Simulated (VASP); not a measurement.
Wanted: the native input for a VASP 6.6.1 run.

* Task: single point
* Functional: PBEsol
* Potentials or basis: VASP PAW PBE potentials, release 64 (B, N)
* Cutoff: 520 eV
* k mesh: 10 × 10 × 10
* Occupations: fermi-dirac, width 0.02 eV
* Spin: no spin polarisation
* Dipole correction: no
* Further INCAR settings: ALGO = Normal; EDIFF = 1e-07; NBANDS = 11

The structure of BN lies in POSCAR:

```
BN
1.0
    1.2511217800      0.7223355000      3.3729344000
   -1.2511217800      0.7223355000      3.3729344000
    0.0000000000     -1.4446710000      3.3729344000
B N
1 1
Direct
    0.9996712000      0.9996712000      0.9996712000
    0.3327618000      0.3327618000      0.3327618000
```

The input as run:

INCAR

```
PREC = Accurate
ENCUT = 520
EDIFF = 1E-7
ISMEAR = -1
SIGMA = 0.02
LREAL = False
LASPH = True
NELM = 80
ALGO = Normal
ISIF = 2
LWAVE = False
LCHARG = True
GGA = PS
LELF = True
LVHAR = True
NBANDS = 11
```

KPOINTS

```
regular mesh
0
Gamma
  10 10 10
```

Potentials or basis: VASP PAW PBE potentials, release 64 (B, N).

Run with:

```console
$ cat potpaw_PBE.64/B/POTCAR potpaw_PBE.64/N/POTCAR > POTCAR
$ mpirun -np 1 vasp_std > vasp.out
```

It gave:

```json
{"Pressure": "1.0 GPa", "Band gap on the k mesh": "4.14 eV, indirect (least direct gap 4.83 eV)"}
```

Caveat: the PAW data sets were made with another functional, which shifts forces and pressure a little.

Wall time 20 s on 1 thread of AMD EPYC 9R45 96-Core Processor (Zen 5), with other jobs on the host, peak memory 0.13 GiB.
